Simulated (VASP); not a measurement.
Set up this calculation in VASP 6.6.1, as the native input.

```
Task                   : relaxation of cell and atoms
Functional             : PBE
Potentials or basis    : VASP PAW PBE potentials, release 64 (K_sv, Hf_pv, O)
Cutoff                 : 600 eV
k mesh                 : 6 × 6 × 4
Occupations            : gaussian, width 0.1 eV
Spin                   : no spin polarisation
Dipole correction      : no
Further INCAR settings : ALGO = Normal; EDIFF = 1e-06; IBRION = 2; EDIFFG = -0.04; NSW = 90; ISIF = 3
```

The structure of KHf3O2 lies in POSCAR:

```
KHf3O2
1.0
    4.7227886359      0.0000000000      0.0000000000
   -2.3613943180      4.0900549354      0.0000000000
    0.0000000000      0.0000000000      5.8945473355
K Hf O
1 3 2
Direct
    0.6666666667      0.3333333333      0.0000000000
    0.6666666667      0.3333333333      0.5000000000
    0.0000000000      0.0000000000      0.0000000000
    0.0000000000      0.0000000000      0.5000000000
    0.3333333333      0.6666666667      0.2353680434
    0.3333333333      0.6666666667      0.7646319566
```

The cell was generated, and may not be a known phase.

One way to write it, as run:

INCAR

```
PREC = Accurate ; ENCUT = 600
EDIFF = 1E-6 ; ISMEAR = 0
SIGMA = 0.1 ; LREAL = False
LASPH = True ; NELM = 80
ALGO = Normal ; ISIF = 3
LWAVE = False ; LCHARG = False
GGA = PE ; IBRION = 2
NSW = 90 ; EDIFFG = -0.04
```

KPOINTS

```
regular mesh
0
Gamma
  6 6 4
```

Potentials or basis: VASP PAW PBE potentials, release 64 (K_sv, Hf_pv, O).

Launch:

```console
$ cat potpaw_PBE.64/K_sv/POTCAR potpaw_PBE.64/Hf_pv/POTCAR potpaw_PBE.64/O/POTCAR > POTCAR
$ mpirun -np 1 vasp_std > vasp.out
```

Results of the run:

* Relaxed volume: 18.58 Å³/atom
* Relaxed cell: a = 4.694 Å, b = 4.694 Å, c = 5.842 Å, α = 90.00°, β = 90.00°, γ = 120.00°
* Space group after relaxing (to 0.1 Å): P-6m2 (No. 187)
* Energy gained by relaxing: 2.0 meV/atom
* Ionic steps: 6
* Pressure after relaxing: 0.1 GPa
* Largest force after relaxing: 0.035 eV/Å
* Band gap on the k mesh: zero (an odd number of electrons rules out a gap without spin polarisation)

Caveat: spin-orbit coupling is left out, which moves the levels of the heavy elements.

It took 3.7 min on 1 thread of Intel(R) Xeon(R) 6975P-C (Granite Rapids), on a shared host, peak memory 0.33 GiB.
